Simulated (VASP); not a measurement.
The system is Sc.

```
Sc
1.0
     3.30900    0.00000    0.00000
    -1.65450    2.86568    0.00000
     0.00000    0.00000    5.27330
Sc
2
Direct
  0.33333 0.66667 0.25000
  0.66667 0.33333 0.75000
```

| Quantity | Value |
| --- | --- |
| Program | VASP 6.6.1 |
| Task | relaxation of cell and atoms |
| Functional | PBEsol |
| Potentials or basis | VASP PAW PBE potentials, release 64 (Sc_sv) |
| Cutoff | 600 eV |
| k mesh | 7 × 7 × 4 |
| Occupations | methfessel-paxton, width 0.1 eV |
| Spin | no spin polarisation |

At the start: pressure -3.0 GPa; volume 25.00 Å³/atom.

Q: Where does the relaxation end?

A: Over 4 steps the energy falls by 17.6 meV/atom and the volume is 23.59 Å³/atom (-5.6 %); space group P6_3/mmc (No. 194, to 0.05 Å).

The path:
```csv
step,energy change (eV),largest force (eV/Å),pressure (GPa),volume (Å³)
1,0.0000,0.0000,-3.05,50.00
2,-0.0336,0.0000,0.75,46.63
3,-0.0344,0.0000,0.20,47.06
4,-0.0353,0.0000,0.03,47.18
```

Final structure:
```yaml
crystal:
  lattice:
    - [3.27319, 0.00000, 0.00000]
    - [-1.63659, 2.83466, 0.00000]
    - [0.00000, 0.00000, 5.08537]
  atoms:
    - { symbol: Sc, position: [0.33333, 0.66667, 0.25000] }
    - { symbol: Sc, position: [0.66667, 0.33333, 0.75000] }
```

Caveat: the PAW data sets were made with another functional, which shifts forces and pressure a little.
